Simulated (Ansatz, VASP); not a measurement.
Given: the input of a run of Ansatz 0.2.0 on I.

Contents of input.yaml:

```yaml
crystal:
  lattice:
    - [2.5383465792, -3.7066249365, 0.0]
    - [2.5383465792, 3.7066249365, 0.0]
    - [-1.620874837, 0.0, 2.3810977968]
  atoms:
    - { symbol: I, position: [0.5, 0.5, 0.5] }
kpoints:
  mp_grid: { grid: [7, 7, 11] }
scf:
  occupations: { method: fermi_dirac, width: 0.05 }
hamiltonian:
  xc: lda
  pseudopotentials: { kind: all_electron, lapw: { basis_error: 0.001 } }
output:
  forces: true
  stress: true
relax:
  f_tol: 0.005
  max_steps: 60
  cell: {}
```

Potentials or basis: all-electron LAPW, scalar-relativistic.

Run with:

```bash
$ ansatz run input.yaml --threads 1 --pin off --max-ram 3072MiB --backend cpu --events-out ev --progress --plain --runs-dir out
```

Task: Translate it to VASP 6.6.1. Potentials there: VASP PAW LDA potentials, release 64 (I).

Result: As run (the cutoff follows the program's own potentials):

Contents of INCAR:

```
SYSTEM = I
ALGO = Normal
EDIFF = 1E-6
EDIFFG = -0.005
ENCUT = 600
IBRION = 2
ISIF = 3
ISMEAR = -1
LASPH = .TRUE.
LCHARG = .FALSE.
LREAL = .FALSE.
LWAVE = .FALSE.
NELM = 80
NSW = 80
PREC = Accurate
SIGMA = 0.05
```

KPOINTS

```
k-points
0
G
  7 7 11
  0 0 0
```

Contents of POSCAR:

```
I
1.0
    2.5383465792     -3.7066249365      0.0000000000
    2.5383465792      3.7066249365      0.0000000000
   -1.6208748370      0.0000000000      2.3810977968
I
1
Direct
    0.5000000000      0.5000000000      0.5000000000
```

Potentials or basis: VASP PAW LDA potentials, release 64 (I).

Run with:

```sh
$ cat potpaw_LDA.64/I/POTCAR > POTCAR
$ mpirun -np 1 vasp_std > vasp.out
```

Both were run:

|  | VASP | Ansatz | Ansatz less VASP |
| --- | --- | --- | --- |
| relaxed volume (Å³/atom) | 35.49 | 35.53 | +0.036 |
| relaxed length of the cell vector where the two differ most in proportion (Å) | 4.212 | 4.202 | -0.0099 |

LDA's correlation is that of Perdew and Zunger in VASP and of Perdew and Wang (1992) in Ansatz. Ansatz ran all-electron here, and VASP with PAW potentials.

Spin-orbit coupling is off throughout. Noted on VASP's run: the volume moved by over 15 % at a fixed basis, so the end points are rough. Noted on Ansatz's run: the volume moved by over 15 % at a fixed basis, so the end points are rough.
